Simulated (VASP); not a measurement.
Write the native input for VASP 6.6.1 that does the following.

- Task: density of states
- Functional: PBEsol
- Potentials or basis: VASP PAW PBE potentials, release 64 (Ba_sv)
- Cutoff: 520 eV
- k mesh: 12 × 12 × 12
- Occupations: fermi-dirac, width 0.08 eV
- Spin: no spin polarisation
- Dipole correction: no
- k mesh for the DOS: 18 × 18 × 18
- Occupations for the DOS: tetrahedron
- Further INCAR settings: ALGO = Normal; EDIFF = 1e-07

Crystal: Ba.

```
CELL_PARAMETERS angstrom
0.00000 2.27025 2.27025
2.27025 0.00000 2.27025
2.27025 2.27025 0.00000
ATOMIC_POSITIONS crystal
Ba 0.00000 0.00000 0.00000
```

This cell differs from its parent crystal: volume scaled by 0.4.

The input as run:

POSCAR

```
Ba
1.0
    0.0000000000      2.2702527750      2.2702527750
    2.2702527750      0.0000000000      2.2702527750
    2.2702527750      2.2702527750      0.0000000000
Ba
1
Direct
    0.0000000000      0.0000000000      0.0000000000
```

INCAR.step1

```
PREC = Accurate
ENCUT = 520
EDIFF = 1E-7
ISMEAR = -1
SIGMA = 0.08
LREAL = F
LASPH = T
NELM = 60
ALGO = Normal
ISIF = 2
LWAVE = F
LCHARG = T
GGA = PS
NBANDS = 11
```

KPOINTS.step1

```
regular mesh
0
Gamma
  12 12 12
```

INCAR.step2

```
PREC = Accurate
ENCUT = 520
EDIFF = 1E-7
ISMEAR = -5
SIGMA = 0.08
LREAL = F
LASPH = T
NELM = 60
ALGO = Normal
ISIF = 2
LWAVE = F
LCHARG = F
GGA = PS
LORBIT = 11
NEDOS = 2001
ICHARG = 11
```

KPOINTS.step2

```
regular mesh
0
Gamma
  18 18 18
```

Potentials or basis: VASP PAW PBE potentials, release 64 (Ba_sv).

Launch:

```console
$ cat potpaw_PBE.64/Ba_sv/POTCAR > POTCAR
$ cp INCAR.step1 INCAR
$ cp KPOINTS.step1 KPOINTS
$ mpirun -np 1 vasp_std > vasp.out
$ cp INCAR.step2 INCAR
$ cp KPOINTS.step2 KPOINTS
$ mpirun -np 1 vasp_std > vasp.out
```

Results of the run:

The valence electrons inside the program's atomic spheres are Ba 8.70.

Caveat: spin-orbit coupling is left out, which moves the levels of the heavy elements.

Run time: 94 s on 1 thread of AMD EPYC 7R13, on a shared host, peak memory 0.14 GiB.
